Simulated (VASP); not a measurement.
Input of a VASP 6.6.1 run:

File INCAR:

```
PREC = Accurate
ENCUT = 520
EDIFF = 1E-6
ISMEAR = -1
SIGMA = 0.05
LREAL = F
LASPH = T
NELM = 100
ALGO = Normal
ISIF = 2
LWAVE = F
LCHARG = T
LELF = T
LVHAR = T
NBANDS = 11
```

Contents of KPOINTS:

```
regular mesh
0
Gamma
  11 11 11
```

The input POSCAR:

```
C
1.0
    1.2280287114      0.7090027071      3.3470114498
   -1.2280287114      0.7090027071      3.3470114498
    0.0000000000     -1.4180054142      3.3470114498
C
2
Direct
    1.4906274049      0.8465447441      0.8465435806
    0.1760395325      0.1534553699      0.1534562390
```

Potentials or basis: VASP PAW LDA potentials, release 64 (C).

Launch:

```bash
$ cat potpaw_LDA.64/C/POTCAR > POTCAR
$ mpirun -np 1 vasp_std > vasp.out
```

**Question.** Predict the band gap on the k mesh.

**Answer.** Zero (band 4 reaches 7.23 eV, above the bottom of band 5 at 2.97 eV).

**Question.** Predict the largest force.

**Answer.** 3.383 eV/Å.

**Question.** Predict the pressure.

**Answer.** -5.2 GPa.

Stress tensor (GPa, compression positive):
```
  6.03  -2.76 -25.77
 -2.76   9.22 -14.88
-25.77 -14.88 -30.86
```

Caveat: forces of over 1 eV/Å act on the atoms, so gaps and moduli don't describe the material at rest.
